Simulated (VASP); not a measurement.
**Os: single point with LDA**

Crystal: Os.

```xyz
1
Lattice="2.5173 0.0000 0.0000 0.0000 2.5173 0.0000 0.0000 0.0000 2.5173" Properties=species:S:1:pos:R:3 pbc="T T T"
Os    0.0000    0.0000    0.0000
```

This isn't the form of Os at room conditions, which is hcp.

```json
{
 "Program": "VASP 6.6.1",
 "Task": "single point",
 "Functional": "LDA",
 "Potentials or basis": "VASP PAW LDA potentials, release 64 (Os)",
 "Cutoff": "520 eV",
 "k mesh": "18 × 18 × 18",
 "Occupations": "fermi-dirac, width 0.05 eV",
 "Spin": "no spin polarisation"
}
```

```
Pressure               : 0.0 GPa
Band gap on the k mesh : zero (bands 4 and 5 overlap by 6.33 eV)
```

Levels at points of the mesh, in eV from the Fermi level:
| k point | band 1 | band 2 | band 3 | band 4 | band 5 | band 6 | band 7 | band 8 | band 9 |
| --- | --- | --- | --- | --- | --- | --- | --- | --- | --- |
| (0.00, 0.00, 0.00) | -9.76 | -6.30 | -6.30 | 2.44 | 2.44 | 2.44 | 15.85 | 15.85 | 15.85 |
| (0.50, 0.00, 0.00) | -6.48 | -5.42 | -1.18 | -1.06 | -1.06 | 2.80 | 7.58 | 15.80 | 20.44 |
| (0.50, 0.50, 0.00) | -7.09 | -4.75 | -0.38 | -0.38 | 4.69 | 4.69 | 5.01 | 13.48 | 15.10 |
| (0.50, 0.50, 0.50) | -5.58 | -5.58 | -5.58 | 5.27 | 5.27 | 8.39 | 11.72 | 11.72 | 11.72 |

Wall time 30 s on 1 thread of Intel Xeon 8259CL, with other jobs on the host, peak memory 0.15 GiB.

Caveat: spin-orbit coupling is left out, which moves the levels of the heavy elements.
